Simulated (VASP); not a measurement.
A run of VASP 6.6.1:

File INCAR:

```
PREC = Accurate
ENCUT = 520
EDIFF = 1E-7
ISMEAR = 0
SIGMA = 0.15
LREAL = False
LASPH = True
NELM = 100
ALGO = Fast
ISIF = 2
LWAVE = False
LCHARG = False
GGA = PS
NBANDS = 18
```

The input KPOINTS:

```
Automatic mesh
0
Gamma
  18 18 18
```

File POSCAR:

```
BiTe
1.0
    2.5328058705      1.4623161511      2.8670274558
   -2.5328058705      1.4623161511      2.8670274558
    0.0000000000     -2.9246323023      2.8670274558
Bi Te
1 1
Direct
    0.5000000000      0.5000000000      0.5000000000
    0.0000000000      0.0000000000      0.0000000000
```

Potentials or basis: VASP PAW PBE potentials, release 64 (Bi_d, Te).

Command:

```sh
$ cat potpaw_PBE.64/Bi_d/POTCAR potpaw_PBE.64/Te/POTCAR > POTCAR
$ mpirun -np 1 vasp_std > vasp.out
```

Hardware: 1 thread of Oxide Virtual Turin-like Processor, on a shared host.

Problem. How long does it take, and how much memory?

Solution. Wall time 13 min on 1 thread of Oxide Virtual Turin-like Processor (shared host), peak memory 0.66 GiB. Counts: scf iterations 14, k points 580.
